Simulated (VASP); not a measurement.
Set up this calculation in VASP 6.6.1, as the native input.

```
Task                   : single point
Functional             : LDA
Potentials or basis    : VASP PAW LDA potentials, release 64 (C)
Cutoff                 : 520 eV
k mesh                 : 12 × 12 × 1
Occupations            : methfessel-paxton, width 0.05 eV
Spin                   : no spin polarisation
Dipole correction      : no
Further INCAR settings : ALGO = Normal; EDIFF = 1e-07; NBANDS = 16
```

The structure of C lies in POSCAR:

```
C
1.0
    2.4562280000      0.0000000000      0.0000000000
   -1.2281140000      2.1271550000      0.0000000000
    0.0000000000      0.0000000000     24.1339600000
C
4
Direct
    0.0000000000      0.0000000000      0.5704690000
    0.0000000000      0.0000000000      0.4295310000
    0.3333333333      0.6666666667      0.4295250000
    0.6666666667      0.3333333333      0.5704750000
```

One way to write it, as run:

INCAR

```
  PREC = Accurate
  ENCUT = 520
  EDIFF = 1E-7
  ISMEAR = 1
  SIGMA = 0.05
  LREAL = F
  LASPH = T
  NELM = 80
  ALGO = Normal
  ISIF = 2
  LWAVE = F
  LCHARG = T
  LELF = T
  LVHAR = T
  NBANDS = 16
```

KPOINTS

```
Automatic mesh
0
Gamma
  12 12 1
```

Potentials or basis: VASP PAW LDA potentials, release 64 (C).

Run with:

```bash
$ cat potpaw_LDA.64/C/POTCAR > POTCAR
$ mpirun -np 1 vasp_std > vasp.out
```

It gave:

* Largest force: 0.023 eV/Å
* Band gap on the k mesh: zero (filled and empty bands touch)

Wall time 2.1 min on 1 thread of AMD EPYC 7R13 (shared host), peak memory 0.16 GiB.
